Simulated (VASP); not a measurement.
SnTe3:

```xyz
4
Lattice="0.0000 3.9369 3.9369 3.9369 0.0000 3.9369 3.9369 3.9369 0.0000" Properties=species:S:1:pos:R:3 pbc="T T T"
Te    3.9369    3.9369    3.9369
Te    5.9054    5.9054    5.9054
Te    1.9685    1.9685    1.9685
Sn    0.0000    0.0000    0.0000
```

This cell differs from its parent crystal: volume scaled by 1.06.

Base run:

- Program: VASP 6.6.1
- Functional: PBEsol
- Potentials or basis: VASP PAW PBE potentials, release 64 (Te, Sn_d)
- Cutoff: 520 eV
- k mesh: 6 × 6 × 6
- Occupations: fermi-dirac, width 0.05 eV
- Spin: no spin polarisation

Its results: band gap on the k mesh zero (band 16 reaches 7.20 eV, above the bottom of band 17 at 5.15 eV); pressure -5.1 GPa.

Question: After a change of settings the same cell gave: band gap on the k mesh zero (band 16 reaches 7.16 eV, above the bottom of band 17 at 5.12 eV); pressure -6.0 GPa. Which change was it?
A. functional from PBEsol to r2SCAN; further incar settings from ALGO = Normal; EDIFF = 1e-06; NBANDS = 24 to ALGO = Normal; EDIFF = 1e-07; NBANDS = 24
B. functional from PBEsol to LDA; potentials or basis from VASP PAW PBE potentials, release 64 (Te, Sn_d) to VASP PAW LDA potentials, release 64 (Te, Sn_d)
C. functional from PBEsol to PBE

Answer: B.

Caveats: spin-orbit coupling is left out, which moves the levels of the heavy elements; the PAW data sets were made with another functional, which shifts forces and pressure a little (some runs).
